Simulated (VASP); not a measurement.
Wanted: the native input for a VASP 6.6.1 run.

* Task: single point
* Functional: PBEsol
* Potentials or basis: VASP PAW PBE potentials, release 64 (Zn, S)
* Cutoff: 520 eV
* k mesh: 10 × 10 × 10
* Occupations: gaussian, width 0.05 eV
* Spin: no spin polarisation
* Dipole correction: no
* Further INCAR settings: ALGO = Normal; EDIFF = 1e-06; NBANDS = 16

The structure of ZnS lies in POSCAR:

```
ZnS
1.0
   -0.1280457151      2.6157910371      2.6157910371
    2.6157910371     -0.1280457151      2.6157910371
    2.6157910371      2.6157910371     -0.1280457151
Zn S
1 1
Direct
    0.0000000000      0.0000000000      0.0000000000
    0.7500000000      0.7500000000      0.7500000000
```

This cell differs from its parent crystal: ratio of the length along [111] to the lengths across it x 0.93, volume and fractional coordinates fixed.

One way to write it, as run:

INCAR

```
SYSTEM = ZnS
PREC     = Accurate       ! precision mode
ENCUT    = 520            ! plane-wave cutoff, eV
EDIFF    = 1E-6           ! SCF threshold, eV
ISMEAR   = 0              ! smearing method
SIGMA    = 0.05           ! smearing width, eV
LREAL    = .False.        ! projectors in reciprocal space
LASPH    = .True.         ! aspherical terms in the spheres
NELM     = 100            ! most SCF steps
ALGO     = Normal         ! electronic algorithm
ISIF     = 2              ! what is computed and relaxed
LWAVE    = .False.        ! write WAVECAR
LCHARG   = .False.        ! write CHGCAR
GGA      = PS             ! functional
NBANDS   = 16             ! bands
```

KPOINTS

```
regular mesh
0
Gamma
  10 10 10
  0 0 0
```

Potentials or basis: VASP PAW PBE potentials, release 64 (Zn, S).

Launch:

```console
$ cat potpaw_PBE.64/Zn/POTCAR potpaw_PBE.64/S/POTCAR > POTCAR
$ mpirun -np 1 vasp_std > vasp.out
```

It gave:

| Property | Result |
| --- | --- |
| Pressure | 0.9 GPa |
| Largest force | 0.687 eV/Å |
| Band gap on the k mesh | 1.90 eV, direct |

Caveat: the PAW data sets were made with another functional, which shifts forces and pressure a little.

It took 23 s on 1 thread of Intel(R) Xeon(R) 6975P-C (Granite Rapids), on a shared host, peak memory 0.2 GiB.
